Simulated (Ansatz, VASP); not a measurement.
## Two plane-wave programs on Al2P3

```xyz
5
Lattice="4.5994 0.0000 0.0000 -2.2997 3.9832 0.0000 0.0000 0.0000 6.6788" Properties=species:S:1:pos:R:3 pbc="T T T"
Al    0.0000    2.6555    0.0000
Al    2.2997    1.3277    0.0000
P     0.0000    0.0000    2.3118
P     0.0000    0.0000    4.3671
P     0.0000    0.0000    0.0000
```

Alike in both runs: functional PBE; k mesh 12 × 12 × 6; occupations gaussian, width 0.1 eV; no spin polarisation.

Ansatz relaxed the structure, and its values are those at the end. VASP's run is a single point on that final structure, the one shown.

|  | VASP | Ansatz |
| --- | --- | --- |
| version | VASP 6.6.1 | Ansatz 0.2.0 |
| potentials or method | VASP PAW PBE potentials, release 64 (Al, P), cutoff 520 eV | scalar-relativistic, plane waves, PAW |
| valence electrons in the cell | 21 | 21 |

|  | VASP | Ansatz | Ansatz less VASP |
| --- | --- | --- | --- |
| gap on the k mesh at the Fermi level (eV) | none | none | - |
| pressure (GPa) | -0.1 | 0.0 | +0.09 |
| rms of the force components (eV/Å) | 0.010 | 0.000 | -0.0102 |

A gap of «none» marks a metal or a gap that the smearing closes.
